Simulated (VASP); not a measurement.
## Sn3Te: single point with PBE

The system is Sn3Te.

```
Te Sn
1.0
     4.96105    0.00000    0.00000
     0.00000    4.96105    0.00000
     0.00000    0.00000    4.96105
Te Sn
1 3
Direct
  0.00000 0.00000 0.00000
  0.00000 0.50000 0.50000
  0.50000 0.00000 0.50000
  0.50000 0.50000 0.00000
```

```
Program                : VASP 6.6.1
Task                   : single point
Functional             : PBE
Potentials or basis    : VASP PAW PBE potentials, release 64 (Te, Sn_d)
Cutoff                 : 520 eV
k mesh                 : 6 × 6 × 6
Occupations            : fermi-dirac, width 0.05 eV
Spin                   : no spin polarisation
Dipole correction      : no
Further INCAR settings : ALGO = Normal; EDIFF = 1e-06; NBANDS = 32
```

The pressure is -2.0 GPa and the band gap on the k mesh is zero (band 24 reaches 9.57 eV, above the bottom of band 25 at 6.69 eV).

Levels at points of the mesh, in eV from the Fermi level:
```csv
k point,band 21,band 22,band 23,band 24,band 25,band 26,band 27,band 28
"(0.00, 0.00, 0.00)",-3.96,-3.96,0.36,0.36,0.36,1.84,1.84,1.84
"(0.50, 0.00, 0.00)",-2.93,-1.60,-1.60,-1.46,-0.24,1.62,1.81,2.21
"(0.50, 0.50, 0.00)",-1.97,-1.97,-1.84,-0.77,-0.04,-0.04,0.12,3.18
"(0.50, 0.50, 0.50)",-4.87,-4.87,-4.06,2.59,2.59,2.59,5.03,5.03
```

It took 73 s on 1 thread of AMD EPYC 7R43 64-Core Processor (Zen 3), on a shared host, peak memory 0.23 GiB.

Caveat: spin-orbit coupling is left out, which moves the levels of the heavy elements.
